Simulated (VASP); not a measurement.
Wanted: the native input for a VASP 6.6.1 run.

| Item | Value |
| --- | --- |
| Task | G0W0 quasiparticle levels |
| Functional | PBE |
| Potentials or basis | VASP PAW PBE potentials, release 64 (C_GW) |
| Cutoff | 500 eV |
| k mesh | 2 × 2 × 2 |
| Occupations | gaussian, width 0.01 eV |
| Spin | no spin polarisation |
| Dipole correction | no |
| GW scheme | G0W0 |
| GW iterations | 1 |
| Cutoff of the response function | 100 |
| Frequency points | 48 |
| Empty bands | 34 |
| Further INCAR settings | ALGO = EVGW0; EDIFF = 1e-08; NBANDS = 38 |

C:

```
C
1.0
     0.00000    1.78350    1.78350
     1.78350    0.00000    1.78350
     1.78350    1.78350    0.00000
C
2
Direct
  0.00000 0.00000 0.00000
  0.25000 0.25000 0.25000
```

The input as run:

POSCAR

```
C
1.0
    0.0000000000      1.7835000000      1.7835000000
    1.7835000000      0.0000000000      1.7835000000
    1.7835000000      1.7835000000      0.0000000000
C
2
Direct
    0.0000000000      0.0000000000      0.0000000000
    0.2500000000      0.2500000000      0.2500000000
```

INCAR.step1

```
  PREC = Accurate
  ENCUT = 500
  EDIFF = 1E-8
  ISMEAR = 0
  SIGMA = 0.01
  LREAL = False
  LASPH = True
  NELM = 100
  ALGO = Normal
  LWAVE = True
  LCHARG = False
  GGA = PE
```

INCAR.step2

```
  PREC = Accurate
  ENCUT = 500
  EDIFF = 1E-8
  ISMEAR = 0
  SIGMA = 0.01
  LREAL = False
  LASPH = True
  NELM = 1
  ALGO = Exact
  LWAVE = True
  LCHARG = False
  GGA = PE
  NBANDS = 38
  LOPTICS = True
  ISTART = 1
```

INCAR.step3

```
  PREC = Accurate
  ENCUT = 500
  EDIFF = 1E-8
  ISMEAR = 0
  SIGMA = 0.01
  LREAL = False
  LASPH = True
  ALGO = EVGW0
  LWAVE = False
  LCHARG = False
  GGA = PE
  NELMGW = 1
  NBANDS = 38
  ENCUTGW = 100.0
  NOMEGA = 48
  PRECFOCK = Fast
  ISTART = 1
  NBANDSGW = 12
```

KPOINTS

```
Automatic mesh
0
Gamma
  2 2 2
```

Potentials or basis: VASP PAW PBE potentials, release 64 (C_GW).

Run with:

```sh
$ cat potpaw_PBE.64/C_GW/POTCAR > POTCAR
$ cp INCAR.step1 INCAR
$ mpirun -np 1 vasp_std > vasp.out
$ cp INCAR.step2 INCAR
$ mpirun -np 1 vasp_std > vasp.out
$ cp INCAR.step3 INCAR
$ mpirun -np 1 vasp_std > vasp.out
```

It gave:

- Band gap on the k mesh, mean-field level: 4.56 eV, indirect (least direct gap 5.50 eV)
- Quasiparticle gap: 5.12 eV
- Least direct quasiparticle gap: 6.83 eV

Caveat: the k points lie up to 1.53 Å⁻¹ apart; bands, screening cutoff and mesh are small and nothing is extrapolated, so the quasiparticle values aren't converged.

Run time: 6.3 s on 1 thread of Intel(R) Xeon(R) Platinum 8375C CPU @ 2.90GHz (Ice Lake), with other jobs on the host, peak memory 0.12 GiB.
